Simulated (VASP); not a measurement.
# Au (P6_3/mmc) in VASP: a series of runs, part 2 of 2

VASP 6.6.1.

## (3) Single point, PBEsol (volume scaled by 0.88)

File INCAR:

```
SYSTEM = Au
PREC = Accurate ; ENCUT = 520
EDIFF = 1E-6 ; ISMEAR = -1
SIGMA = 0.1 ; LREAL = .FALSE.
LASPH = .TRUE. ; NELM = 60
ALGO = Normal ; ISIF = 2
LWAVE = .FALSE. ; LCHARG = .TRUE.
GGA = PS ; LELF = .TRUE.
LVHAR = .TRUE. ; NBANDS = 18
```

File KPOINTS:

```
Automatic mesh
0
G
  14 14 8
  0 0 0
```

File POSCAR:

```
Au
1.0
    2.7449978368      0.0000000000      0.0000000000
   -1.3724989184      2.3772378600      0.0000000000
    0.0000000000      0.0000000000      4.5900999271
Au
2
Direct
    0.3333333333      0.6666666667      0.2500000000
    0.6666666667      0.3333333333      0.7500000000
```

Potentials or basis: VASP PAW PBE potentials, release 64 (Au).

Started as:

```console
$ cat potpaw_PBE.64/Au/POTCAR > POTCAR
$ mpirun -np 1 vasp_std > vasp.out
```

OUTCAR:

```text
SYSTEM = Au
   PREC = Accurate
   ENCUT = 520
   EDIFF = 1E-6
   ISMEAR = -1
   LREAL = .FALSE.
   LASPH = .TRUE.
   NELM = 60
   ISIF = 2
   GGA = PS

 ion  position               nearest neighbor table
   1  0.333  0.667  0.250-   2 2.79   2 2.79   2 2.79   2 2.79   2 2.79   2 2.79
   2  0.667  0.333  0.750-   1 2.79   1 2.79   1 2.79   1 2.79   1 2.79   1 2.79

  LATTYP: Found a hexagonal cell.
 ALAT       =     2.7449978368
 C/A-ratio  =     1.6721688686

  Lattice vectors:

 A1 = (   2.7449978368,   0.0000000000,   0.0000000000)
 A2 = (  -1.3724989184,   2.3772378600,   0.0000000000)
 A3 = (   0.0000000000,   0.0000000000,   4.5900999271)

Analysis of symmetry for initial positions (statically):
=====================================================================
 Subroutine PRICEL returns:
 Original cell was already a primitive cell.

 Routine SETGRP: Setting up the symmetry group for a
 hexagonal supercell.

 Subroutine GETGRP returns: Found 24 space group operations
 (whereof 12 operations were pure point group operations)
 out of a pool of 24 trial point group operations.

The static configuration has the point symmetry D_3d.
 The point group associated with its full space group is D_6h.

Analysis of symmetry for dynamics (positions and initial velocities):
=====================================================================
 Subroutine PRICEL returns:
 Original cell was already a primitive cell.

 Routine SETGRP: Setting up the symmetry group for a
 hexagonal supercell.

 Subroutine GETGRP returns: Found 24 space group operations
 (whereof 12 operations were pure point group operations)
 out of a pool of 24 trial point group operations.

The dynamic configuration has the point symmetry D_3d.
 The point group associated with its full space group is D_6h.

 Subroutine INISYM returns: Found 24 space group operations
[... 111 lines left out ...]
   EFERMI =   0.00;   METHOD = LEGACY
   ISMEAR =    -1;   SIGMA  =   0.10  broadening in eV -4-tet -1-fermi 0-gaus
   EFERMI_NEDOS =   21; number of points for ismear=-14 and -15
   IALGO  =     38    algorithm
   IMIX   =      4    mixing-type and parameters
     AMIX     =   0.40;   BMIX     =  1.00
     AMIX_MAG =   1.60;   BMIX_MAG =  1.00
  volume/ion in A,a.u.               =      14.98       101.07
  Fermi-wavevector in a.u.,A,eV,Ry     =   1.477078  2.791273 29.684644  2.181760
  Thomas-Fermi vector in A             =   2.591526
   LORBIT       =      0    0 simple, 1 ext, 2 COOP (PROOUT), +10 PAW based schemes
   GGA     = PS    functional components
   LHFCALC =     F    Hartree Fock is set to
   AEXX    =    0.0000 exact exchange contribution
   IVDW    =     0    specifies the selected vdW correction
   LEPSILON=     F    determine dielectric tensor
   LRPA    =     F    only Hartree local field effects (RPA)
 non-spin polarized calculation
  energy-cutoff  :      520.00
  volume of cell :       29.95
 maximum number of plane-waves:       822
   NGX = 11   NGY = 11   NGZ = 17

 number of electron      21.9999999 magnetization

 Free energy of the ion-electron system (eV)
  ---------------------------------------------------
  ext. energy  EPLUGINS =         0.00000000
  ---------------------------------------------------
  free energy    TOTEN  =        -7.48569149 eV

  energy without entropy =       -7.46388530  energy(sigma->0) =       -7.47478839

 E-fermi :  11.6181     XC(G=0): -13.6621

 val. band max:       11.6150717141   @ k =   0.4286   0.0714   0.1250
 cond. band min:      11.6230987454   @ k =   0.1429  -0.0000   0.1250
 fundamental gap:      0.0080270313
 Fermi energy:        11.6181130324

 k-point     1 :       0.0000    0.0000    0.0000
  band No.  band energies     occupation
      1       0.2163      2.00000
      2       2.8869      2.00000
      3       5.9503      2.00000
      4       6.2626      2.00000
      5       6.2626      2.00000
      6       6.6694      2.00000
[... 481 lines left out ...]
      5       5.9790      2.00000
      6       6.1445      2.00000
[... 10 lines left out ...]
     17      23.7818      0.00000
     18      23.9501      0.00000

 [... further k-points ...]

------------------------ aborting loop because EDIFF is reached ----------------------------------------

  FORCE on cell =-STRESS in cart. coord.  units (eV):
  Direction    XX          YY          ZZ          XY          YZ          ZX
  --------------------------------------------------------------------------------------
  -------------------------------------------------------------------------------------
  Total        5.9868480      5.9868480      5.8257135      0.0000000      0.0000000      0.0000000
  in kB      320.2373830    320.2373830    311.6182751      0.0000000      0.0000000      0.0000000
  external PRESSURE =     317.3643470 kB  Pullay stress =       0.0000000 kB

 VOLUME and BASIS-vectors are now :
 -----------------------------------------------------------------------------
  energy-cutoff  :      520.00
  volume of cell :       29.95
      direct lattice vectors                 reciprocal lattice vectors
     2.744997837  0.000000000  0.000000000     0.364299012  0.210328133  0.000000000
    -1.372498918  2.377237860  0.000000000     0.000000000  0.420656265  0.000000000
     0.000000000  0.000000000  4.590099927     0.000000000  0.000000000  0.217860181

 POSITION                                       TOTAL-FORCE (eV/Angst)
 -----------------------------------------------------------------------------------
     -0.00000      1.58483      1.14752         0.000000      0.000000      0.000000
      1.37250      0.79241      3.44257        -0.000000     -0.000000      0.000000
 -----------------------------------------------------------------------------------
    total drift:                               -0.000000      0.000000     -0.000000

  FREE ENERGIE OF THE ION-ELECTRON SYSTEM (eV)
  ---------------------------------------------------
  free  energy   TOTEN  =        -7.4856914938 eV

  energy  without entropy=       -7.4638852955  energy(sigma->0) =       -7.47478839
```

OSZICAR:

```text
N       E                     dE             d eps       ncg     rms          rms(c)
DAV:   1     0.127163129294E+03    0.12716E+03   -0.11964E+04  4336   0.121E+03
DAV:   2    -0.591579242382E+01   -0.13308E+03   -0.12753E+03  4586   0.273E+02
DAV:   3    -0.814713619642E+01   -0.22313E+01   -0.22208E+01  5054   0.359E+01
DAV:   4    -0.815608962803E+01   -0.89534E-02   -0.89526E-02  4846   0.237E+00
DAV:   5    -0.815616114577E+01   -0.71518E-04   -0.71519E-04  4828   0.223E-01    0.203E+01
DAV:   6    -0.756336193077E+01    0.59280E+00   -0.91071E-01  4466   0.909E+00    0.120E+01
DAV:   7    -0.749558727108E+01    0.67775E-01   -0.20890E-01  4658   0.436E+00    0.316E+00
DAV:   8    -0.748571766535E+01    0.98696E-02   -0.29119E-02  4464   0.156E+00    0.533E-01
DAV:   9    -0.748568269874E+01    0.34967E-04   -0.10784E-04  4850   0.928E-02    0.206E-02
DAV:  10    -0.748569081906E+01   -0.81203E-05   -0.22312E-06  4048   0.140E-02    0.883E-03
DAV:  11    -0.748569149382E+01   -0.67476E-06   -0.65875E-07  2384   0.664E-03
   1 F= -.74856915E+01 E0= -.74747884E+01  d E =-.218062E-01
```

stdout:

```text
POSCAR found type information on POSCAR Au
 POSCAR found :  1 types and       2 ions
 scaLAPACK will be used
 -----------------------------------------------------------------------------
|                                                                             |
|                                                                             |
|     You enforced a specific xc type in the INCAR file but a different       |
|     I HOPE YOU KNOW WHAT YOU ARE DOING!                                     |
|                                                                             |
 -----------------------------------------------------------------------------

 LDA part: xc-table for (Slater+PW92), standard interpolation
 POSCAR, INCAR and KPOINTS ok, starting setup
 FFT: planning ... GRIDC
 FFT: planning ... GRID_SOFT
 FFT: planning ... GRID
 WAVECAR not read
 entering main loop
```

Run time: 19 s. Hardware: 1 thread of Intel Xeon 6975P-C (Granite Rapids), shared host; peak memory 0.17 GiB.

What came out:

* Free energy: -7.4857 eV
* Pressure: 31.7 GPa
* Band gap on the k mesh: zero (band 11 reaches 15.93 eV, above the bottom of band 12 at 8.69 eV)

Stress tensor (GPa, compression positive):
```
32.02  0.00  0.00
 0.00 32.02  0.00
 0.00  0.00 31.16
```

Caveat: the PAW data sets were made with another functional, which shifts forces and pressure a little; spin-orbit coupling is left out, which moves the levels of the heavy elements.
